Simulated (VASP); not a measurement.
# PbO2 in VASP: a series of runs, part 2 of 2

VASP 6.6.1. Earlier steps stand in the parts before.

### Step 5. Single point, PBE

This run uses another cell than the first one, of 12.60 Å³/atom, 0.958 times its volume.

The input, INCAR:

```
SYSTEM = PbO2
PREC     = Accurate       ! precision mode
ENCUT    = 520            ! plane-wave cutoff, eV
EDIFF    = 1E-6           ! SCF threshold, eV
ISMEAR   = 0              ! smearing method
SIGMA    = 0.1            ! smearing width, eV
LREAL    = .False.        ! projectors in reciprocal space
LASPH    = .True.         ! aspherical terms in the spheres
NELM     = 80             ! most SCF steps
ALGO     = Normal         ! electronic algorithm
ISIF     = 2              ! what is computed and relaxed
LWAVE    = .False.        ! write WAVECAR
LCHARG   = .False.        ! write CHGCAR
GGA      = PE             ! functional
NBANDS   = 20             ! bands
```

The input, KPOINTS:

```
Automatic mesh
0
Gamma
  5 5 5
  0 0 0
```

The input, POSCAR:

```
PbO2
1.0
    0.0000000000      2.6636218074      2.6636218074
    2.6636218074      0.0000000000      2.6636218074
    2.6636218074      2.6636218074      0.0000000000
Pb O
1 2
Direct
    0.0000000000      0.0000000000      0.0000000000
    0.2500000000      0.2500000000      0.2500000000
    0.7500000000      0.7500000000      0.7500000000
```

Potentials or basis: VASP PAW PBE potentials, release 64 (Pb_d, O).

Launch:

```console
> cat potpaw_PBE.64/Pb_d/POTCAR potpaw_PBE.64/O/POTCAR > POTCAR
> mpirun -np 1 vasp_std > vasp.out
```

OUTCAR:

```text
SYSTEM = PbO2
   PREC = Accurate
   ENCUT = 520
   EDIFF = 1E-6
   ISMEAR = 0
   LREAL = .False.
   LASPH = .True.
   NELM = 80
   ISIF = 2
   GGA = PE

 ion  position               nearest neighbor table
   1  0.000  0.000  0.000-   3 2.31   3 2.31   3 2.31   2 2.31   3 2.31   2 2.31   2 2.31   2 2.31

   2  0.250  0.250  0.250-   1 2.31   1 2.31   1 2.31   1 2.31
   3  0.750  0.750  0.750-   1 2.31   1 2.31   1 2.31   1 2.31

  LATTYP: Found a face centered cubic cell.
 ALAT       =     5.3272436148

  Lattice vectors:

 A1 = (   0.0000000000,   2.6636218074,   2.6636218074)
 A2 = (   2.6636218074,   0.0000000000,   2.6636218074)
 A3 = (   2.6636218074,   2.6636218074,   0.0000000000)

Analysis of symmetry for initial positions (statically):
=====================================================================
 Subroutine PRICEL returns:
 Original cell was already a primitive cell.

 Routine SETGRP: Setting up the symmetry group for a
 face centered cubic supercell.

[... 149 lines left out ...]
  free energy    TOTEN  =       -15.57603500 eV

  energy without entropy =      -15.57351821  energy(sigma->0) =      -15.57477661

 E-fermi :   6.1568     XC(G=0): -11.3779

 val. band max:        6.0320573140   @ k =  -0.4000   0.4000   0.2000
 cond. band min:       7.0045367916   @ k =   0.2000   0.2000   0.0000
 fundamental gap:      0.9724794775
 Fermi energy:         6.1567655571

 k-point     1 :       0.0000    0.0000    0.0000
  band No.  band energies     occupation
      1     -12.6591      2.00000
      2      -9.5746      2.00000
      3      -9.5602      2.00000
      4      -9.5602      2.00000
      5      -9.5602      2.00000
      6      -9.2794      2.00000
[... 219 lines left out ...]
     19      22.3387      0.00000
     20      23.8172      0.00000

------------------------ aborting loop because EDIFF is reached ----------------------------------------

  FORCE on cell =-STRESS in cart. coord.  units (eV):
  Direction    XX          YY          ZZ          XY          YZ          ZX
  --------------------------------------------------------------------------------------
  -------------------------------------------------------------------------------------
  Total        1.5861718      1.5861718      1.5861718     -0.0000000      0.0000000      0.0000000
  in kB       67.2377423     67.2377423     67.2377423     -0.0000000      0.0000000      0.0000000
  external PRESSURE =      67.2377423 kB  Pullay stress =       0.0000000 kB

 VOLUME and BASIS-vectors are now :
 -----------------------------------------------------------------------------
  energy-cutoff  :      520.00
  volume of cell :       37.80
      direct lattice vectors                 reciprocal lattice vectors
     0.000000000  2.663621807  2.663621807    -0.187714336  0.187714336  0.187714336
     2.663621807  0.000000000  2.663621807     0.187714336 -0.187714336  0.187714336
     2.663621807  2.663621807  0.000000000     0.187714336  0.187714336 -0.187714336

 POSITION                                       TOTAL-FORCE (eV/Angst)
 -----------------------------------------------------------------------------------
      0.00000      0.00000      0.00000         0.000000      0.000000      0.000000
      1.33181      1.33181      1.33181         0.000000      0.000000      0.000000
      3.99543      3.99543      3.99543        -0.000000     -0.000000     -0.000000
 -----------------------------------------------------------------------------------
    total drift:                                0.000000     -0.000000      0.000000

  FREE ENERGIE OF THE ION-ELECTRON SYSTEM (eV)
  ---------------------------------------------------
  free  energy   TOTEN  =       -15.5760350028 eV

  energy  without entropy=      -15.5735182139  energy(sigma->0) =      -15.57477661
```

OSZICAR:

```text
N       E                     dE             d eps       ncg     rms          rms(c)
DAV:   1     0.266072141504E+03    0.26607E+03   -0.13572E+04   416   0.160E+03
DAV:   2     0.625876705859E+01   -0.25981E+03   -0.24624E+03   432   0.431E+02
DAV:   3    -0.176035064647E+02   -0.23862E+02   -0.23347E+02   464   0.133E+02
DAV:   4    -0.183717144330E+02   -0.76821E+00   -0.76742E+00   448   0.240E+01
DAV:   5    -0.183924462281E+02   -0.20732E-01   -0.20729E-01   496   0.422E+00    0.973E+00
DAV:   6    -0.155857339059E+02    0.28067E+01   -0.11246E+01   588   0.427E+01    0.290E+00
DAV:   7    -0.155850719890E+02    0.66192E-03   -0.55262E-01   448   0.762E+00    0.172E+00
DAV:   8    -0.155845882313E+02    0.48376E-03   -0.14720E-01   436   0.397E+00    0.780E-01
DAV:   9    -0.155752575701E+02    0.93307E-02   -0.26616E-02   580   0.208E+00    0.133E-01
DAV:  10    -0.155760615937E+02   -0.80402E-03   -0.43549E-03   428   0.452E-01    0.785E-02
DAV:  11    -0.155760367043E+02    0.24889E-04   -0.14843E-04   464   0.989E-02    0.330E-02
DAV:  12    -0.155760354448E+02    0.12595E-05   -0.33412E-05   448   0.442E-02    0.114E-02
DAV:  13    -0.155760350028E+02    0.44200E-06   -0.75310E-06   460   0.208E-02
   1 F= -.15576035E+02 E0= -.15574777E+02  d E =-.251679E-02
```

stdout:

```text
POSCAR found type information on POSCAR PbO
 POSCAR found :  2 types and       3 ions
 scaLAPACK will be used
 LDA part: xc-table for (Slater+PW92), standard interpolation
 POSCAR, INCAR and KPOINTS ok, starting setup
 FFT: planning ... GRIDC
 FFT: planning ... GRID_SOFT
 FFT: planning ... GRID
 WAVECAR not read
 entering main loop
```

Wall time 6.5 s (1 thread of Intel Xeon Platinum 8375C at 2.90GHz (Ice Lake), shared host); peak memory 0.15 GiB.

Results:

* Free energy: -15.5760 eV
* Pressure: 6.7 GPa
* Band gap on the k mesh: zero (band 13 reaches 6.03 eV, above the bottom of band 14 at 4.91 eV)

Levels at points of the mesh, in eV from the Fermi level:
| k point | band 10 | band 11 | band 12 | band 13 | band 14 | band 15 | band 16 | band 17 |
| --- | --- | --- | --- | --- | --- | --- | --- | --- |
| (0.00, 0.00, 0.00) | -2.00 | -2.00 | -1.25 | -1.25 | -1.25 | 7.15 | 7.15 | 7.15 |

Caveat: the k points lie up to 0.41 Å⁻¹ apart; spin-orbit coupling is left out, which moves the levels of the heavy elements.

### Step 6. The runs side by side

| level | cell | k mesh | smearing | gap on the mesh (eV) | pressure (GPa) |
| --- | --- | --- | --- | --- | --- |
| PBE | a = 3.821 Å, angles 60.0°, 3 atoms | 2 × 2 × 2, shifted | gaussian 0.1 eV | 0.21 | 1.7 |
| revPBE+D3(BJ) | a = 3.821 Å, angles 60.0°, 3 atoms | 4 × 4 × 4 | gaussian 0.1 eV | none | -2.4 |
| PBE | a = 3.821 Å, angles 60.0°, 3 atoms | 4 × 4 × 4 | methfessel-paxton 0.25 eV | none | 0.2 |
| PBE | a = 3.767 Å, angles 60.0°, 3 atoms | 5 × 5 × 5 | gaussian 0.1 eV | none | 6.7 |

Some of these runs hold the atoms at other places in the same cell, which the table doesn't show; runs alike in all that it shows share one row.

Alike in all rows: task single point; potentials or basis VASP PAW PBE potentials, release 64 (Pb_d, O); no spin polarisation; cutoff (eV) 520.

Caveats: all runs use coarse meshes; spin-orbit coupling is left out, which moves the levels of the heavy elements; the PAW data sets were made with another functional, which shifts forces and pressure a little (some runs); pairwise dispersion overbinds metals, which lowers pressure and volume (some runs).

Total energies depend on the potentials used, so only differences within one code and one set of settings carry meaning.
